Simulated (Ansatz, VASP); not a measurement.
**TiO2 in VASP and in Ansatz**

INCAR

```
SYSTEM = TiO2
  PREC = Accurate
  ENCUT = 520
  EDIFF = 1E-6
  ISMEAR = 0
  SIGMA = 0.01
  LREAL = .FALSE.
  LASPH = .TRUE.
  NELM = 60
  ALGO = Normal
  ISIF = 2
  LWAVE = .FALSE.
  LCHARG = .FALSE.
  GGA = PS
  NBANDS = 33
```

The input KPOINTS:

```
regular mesh
0
G
  6 6 8
  0 0 0
```

File POSCAR:

```
TiO2
1.0
    4.5375361469      0.0000000000      0.0000000000
    0.0000000000      4.5375361469      0.0000000000
    0.0000000000      0.0000000000      2.9227054968
Ti O
2 4
Direct
    0.0000000000      0.0000000000      0.0000000000
    0.5000000000      0.5000000000      0.5000000000
    0.3034858295      0.3034858295      0.0000000000
    0.1965141705      0.8034858295      0.5000000000
    0.6965141705      0.6965141705      0.0000000000
    0.8034858295      0.1965141705      0.5000000000
```

Input for Ansatz:

```yaml
crystal:
  lattice:
    - [4.53753614688, 0.0, 0.0]
    - [0.0, 4.53753614688, 0.0]
    - [0.0, 0.0, 2.92270549684]
  atoms:
    - { symbol: Ti, position: [0.0, 0.0, 0.0] }
    - { symbol: Ti, position: [0.5, 0.5, 0.5] }
    - { symbol: O, position: [0.303485829487, 0.303485829487, 0.0] }
    - { symbol: O, position: [0.196514170513, 0.803485829487, 0.5] }
    - { symbol: O, position: [0.696514170513, 0.696514170513, 0.0] }
    - { symbol: O, position: [0.803485829487, 0.196514170513, 0.5] }
kpoints:
  mp_grid: { grid: [6, 6, 8] }
scf:
  occupations: { method: fixed }
  convergence: { dr2_threshold: 1.0e-10 }
hamiltonian:
  xc: pbesol
  pseudopotentials: { kind: all_electron, lapw: { basis_error: 0.0005 } }
output:
  forces: true
  stress: true
  eigenstates:
    kpoints:
      - [0.0, 0.0, 0.0]
      - [0.5, 0.5, 0.0]
      - [0.0, 0.5, 0.5]
      - [0.5, 0.0, 0.5]
      - [0.0, 0.0, -0.5]
      - [-0.5, -0.5, -0.5]
      - [0.0, -0.5, 0.0]
      - [-0.5, 0.0, 0.0]
  eigenvalues: true
```

Alike in both runs: task single point; functional PBEsol; k mesh 6 × 6 × 8; no spin polarisation.

|  | VASP | Ansatz |
| --- | --- | --- |
| version | VASP 6.6.1 | Ansatz 0.2.0 |
| potentials or method | VASP PAW PBE potentials, release 64 (Ti_sv, O), cutoff 520 eV | all-electron LAPW, scalar-relativistic |
| occupations | gaussian, width 0.01 eV | fixed |

|  | VASP | Ansatz | Ansatz less VASP |
| --- | --- | --- | --- |
| gap on the k mesh at the Fermi level (eV) | 1.86 | 1.88 | +0.023 |
| pressure (GPa) | 7.7 | 7.0 | -0.72 |
| traceless stress, the component that is largest in VASP (GPa) | 0.18 | 0.00 | -0.183 |
| rms of the force components (eV/Å) | 0.010 | 0.001 | -0.0099 |

VASP's potentials were made for PBE, not for PBEsol. Atom by atom the forces differ by 0.011 eV/Å (rms over components). Ansatz ran all-electron here, and VASP with PAW potentials. Ansatz's warnings: metallic iterate.
